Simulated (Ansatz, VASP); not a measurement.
## KI6: VASP beside Ansatz

```
K I
1.0
     9.04774    0.00000    0.00000
    -4.52387    7.83557    0.00000
     0.00000    0.00000    4.85053
K I
1 6
Direct
  0.00000 0.00000 0.50000
  0.79149 0.20851 0.00000
  0.79149 0.58298 0.00000
  0.41702 0.20851 0.00000
  0.20851 0.79149 0.00000
  0.20851 0.41702 0.00000
  0.58298 0.79149 0.00000
```

Alike in both runs: functional PBE; k mesh 6 × 6 × 8; occupations gaussian, width 0.1 eV; no spin polarisation.

Ansatz relaxed the structure, and its values are those at the end. VASP's run is a single point on that final structure, the one shown.

|  | VASP | Ansatz |
| --- | --- | --- |
| version | VASP 6.6.1 | Ansatz 0.2.0 |
| potentials or method | VASP PAW PBE potentials, release 64 (K_sv, I), cutoff 520 eV | scalar-relativistic, plane waves, PAW |
| valence electrons in the cell | 51 | 111 |

```tsv
	VASP	Ansatz	Ansatz less VASP
gap on the k mesh at the Fermi level (eV)	none	none	-
pressure (GPa)	0.0	0.0	+0.02
```

A gap of «none» marks a metal or a gap that the smearing closes. The functional is the same, so the differences come from potentials, cutoffs and numerics. VASP's potentials hold 51 valence electrons a cell and Ansatz's 111, so a difference there can come from the potentials and not from the codes.

Spin-orbit coupling is off throughout.
